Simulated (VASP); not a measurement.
**RbBr: electric field gradients with PBEsol**

Crystal: RbBr.

```
Rb Br
1.0
     0.00000    3.43889    3.43889
     3.43889    0.00000    3.43889
     3.43889    3.43889    0.00000
Rb Br
1 1
Direct
  0.00000 0.00000 0.00000
  0.50000 0.50000 0.50000
```

* Program: VASP 6.6.1
* Task: electric field gradients
* Functional: PBEsol
* Potentials or basis: VASP PAW PBE potentials, release 64 (Rb_sv, Br)
* Cutoff: 520 eV
* k mesh: 7 × 7 × 7
* Occupations: fermi-dirac, width 0.03 eV
* Spin: no spin polarisation
* Dipole correction: no
* Further INCAR settings: ALGO = Normal; EDIFF = 1e-08; NBANDS = 15

- Pressure: -0.2 GPa
- Band gap on the k mesh: 4.19 eV
- Largest electric field gradient by atom: zero within the noise of the run

Levels at points of the mesh, in eV from the valence-band top:
```csv
k point,band 6,band 7,band 8,band 9,band 10,band 11
"(0.00, 0.00, 0.00)",0.00,0.00,0.00,4.19,7.20,7.20
```

It took 43 s on 1 thread of Intel Xeon 8259CL, on a shared host, peak memory 0.21 GiB.

Caveat: the PAW data sets were made with another functional, which shifts forces and pressure a little; an odd mesh through Γ misses points on the zone boundary, where band edges can lie.
